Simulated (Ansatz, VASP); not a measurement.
# Sn3GeSe4: VASP beside Ansatz

```
CELL_PARAMETERS angstrom
4.24607 -6.00485 0.00000
4.24607 6.00485 0.00000
0.00000 0.00000 4.24607
ATOMIC_POSITIONS crystal
Sn 0.00000 0.50000 0.00000
Sn 0.50000 0.00000 0.00000
Sn 0.50000 0.50000 0.50000
Ge 0.00000 0.00000 0.50000
Se 0.75000 0.75000 0.00000
Se 0.25000 0.25000 0.00000
Se 0.75000 0.25000 0.50000
Se 0.25000 0.75000 0.50000
```

Alike in both runs: task single point; functional PBE; k mesh 4 × 4 × 4; occupations gaussian, width 0.1 eV; no spin polarisation.

|  | VASP | Ansatz |
| --- | --- | --- |
| version | VASP 6.6.1 | Ansatz 0.2.0 |
| potentials or method | VASP PAW PBE potentials, release 64 (Sn_d, Ge_d, Se), cutoff 520 eV | scalar-relativistic, plane waves, PAW |
| valence electrons in the cell | 80 | 120 |

|  | VASP | Ansatz | Ansatz less VASP |
| --- | --- | --- | --- |
| pressure (GPa) | -1.0 | -1.0 | 0.00 |
| rms of the force components (eV/Å) | 0.164 | 0.164 | 0.0000 |

Atom by atom the forces differ by 0.000 eV/Å (rms over components). VASP's potentials hold 80 valence electrons a cell and Ansatz's 120, so a difference there can come from the potentials and not from the codes.

The k mesh is coarse, so the values compare programs but aren't converged.
